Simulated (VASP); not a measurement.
Runs of VASP 6.6.1 on CuH5. The structure is that of space group F-43m (No. 216), or close to it. The cells are those of the table. 

```tsv
task	cell	k mesh	cutoff (eV)	gap on the mesh (eV)	pressure (GPa)	relaxed volume (Å³/atom)
relaxation of cell and atoms	relaxed from a = 3.439 Å, angles 60.0°, 6 atoms	14 × 14 × 14	600	none	0.1	4.78
relaxation of cell and atoms	relaxed from a = 4.185 Å, angles 60.0°, 6 atoms	6 × 6 × 6	600	none	0.4	4.78
single point	a = 3.439 Å, angles 60.0°, 6 atoms	6 × 6 × 6	520	none	(a)	-
single point	a = 3.437 Å, angles 60.0°, 6 atoms	14 × 14 × 14	520	none	-0.1	-
single point	a = 4.185 Å, angles 60.0°, 6 atoms	6 × 6 × 6	520	none	-20.5	-
```

Alike in all rows: level PBE; potentials or basis VASP PAW PBE potentials, release 64 (Cu, H); no spin polarisation; smearing gaussian 0.1 eV.

Problem. Fill in the values left out.

Solution. (a) -0.4.

Caveats: some runs use coarse meshes; the volume moved by over 15 % at a fixed basis, so the end points are rough (some runs).

A gap of «none» marks levels without a gap at the run's occupations.
